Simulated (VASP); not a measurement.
Write the native input for VASP 6.6.1 that does the following.

```
Task                   : single point
Functional             : r2SCAN
Potentials or basis    : VASP PAW PBE potentials, release 64 (Mg, O)
Cutoff                 : 520 eV
k mesh                 : 10 × 10 × 10
Occupations            : gaussian, width 0.01 eV
Spin                   : no spin polarisation
Dipole correction      : no
Further INCAR settings : ALGO = Normal; EDIFF = 1e-07; NBANDS = 11
```

MgO:

```
CELL_PARAMETERS angstrom
2.14421 2.14421 0.00000
-2.14421 2.14421 0.00000
0.00000 2.14421 2.07795
ATOMIC_POSITIONS crystal
Mg 0.00000 0.00000 0.00000
O 0.50000 0.50000 0.00000
```

This cell differs from its parent crystal: film at in-plane strain +0.02.

These files were run (other wordings do the same):

POSCAR

```
MgO
1.0
    2.1442108665      2.1442108665      0.0000000000
   -2.1442108665      2.1442108665      0.0000000000
    0.0000000000      2.1442108665      2.0779463653
Mg O
1 1
Direct
    0.0000000000      0.0000000000      0.0000000000
    0.5000000000      0.5000000000      0.0000000000
```

INCAR.step1

```
ALGO = Normal ; EDIFF = 1E-4
ENCUT = 520 ; GGA = PE
ISMEAR = 0 ; LASPH = T
LCHARG = F ; LREAL = F
LWAVE = T ; NBANDS = 11
NELM = 100 ; PREC = Accurate
SIGMA = 0.01
```

INCAR.step2

```
ALGO = Normal ; EDIFF = 1E-7
ENCUT = 520 ; ISIF = 2
ISMEAR = 0 ; ISTART = 1
LASPH = T ; LCHARG = F
LMIXTAU = T ; LREAL = F
LWAVE = F ; METAGGA = R2SCAN
NBANDS = 11 ; NELM = 100
PREC = Accurate ; SIGMA = 0.01
```

KPOINTS

```
k-points
0
Gamma
  10 10 10
```

Potentials or basis: VASP PAW PBE potentials, release 64 (Mg, O).

The run is started by

```bash
$ cat potpaw_PBE.64/Mg/POTCAR potpaw_PBE.64/O/POTCAR > POTCAR
$ cp INCAR.step1 INCAR
$ mpirun -np 1 vasp_std > vasp.out
$ cp INCAR.step2 INCAR
$ mpirun -np 1 vasp_std > vasp.out
```

It gave:

| Item | Value |
| --- | --- |
| Pressure | -5.2 GPa |
| Band gap on the k mesh | 5.35 eV, direct |

Caveat: the cell differs from its parent crystal (film at in-plane strain +0.02); the PAW data sets were made with another functional, which shifts forces and pressure a little.

It took 40 s on 1 thread of Intel(R) Xeon(R) Platinum 8559C (Emerald Rapids) (shared host), peak memory 0.16 GiB.
